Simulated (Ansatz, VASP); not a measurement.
# Si2W: VASP beside Ansatz

```
Si W
1.0
     6.47790    0.00000    0.00000
     0.00000    6.55996    0.00000
     0.00000    0.00000    2.73304
Si W
4 2
Direct
  0.23007 0.77031 0.50000
  0.73007 0.72969 0.00000
  0.76993 0.22969 0.50000
  0.26993 0.27031 0.00000
  0.50000 0.50000 0.50000
  0.00000 0.00000 0.00000
```

Alike in both runs: functional r2SCAN; k mesh 4 × 4 × 6; occupations gaussian, width 0.1 eV; no spin polarisation.

Ansatz relaxed the structure, and its values are those at the end. VASP's run is a single point on that final structure, the one shown.

|  | VASP | Ansatz |
| --- | --- | --- |
| version | VASP 6.6.1 | Ansatz 0.2.0 |
| potentials or method | VASP PAW PBE potentials, release 64 (Si, W_sv), cutoff 520 eV | scalar-relativistic, plane waves, PAW |
| valence electrons in the cell | 44 | 44 |

|  | VASP | Ansatz | Ansatz less VASP |
| --- | --- | --- | --- |
| gap on the k mesh at the Fermi level (eV) | none | none | - |
| pressure (GPa) | 0.0 | 0.0 | -0.03 |
| rms of the force components (eV/Å) | 0.004 | 0.004 | +0.0005 |

VASP's potentials were made for PBE, not for r2SCAN. A gap of «none» marks a metal or a gap that the smearing closes. The functional is the same, so the differences come from potentials, cutoffs and numerics.

The k mesh is coarse, so the values compare programs but aren't converged. Spin-orbit coupling is off throughout.
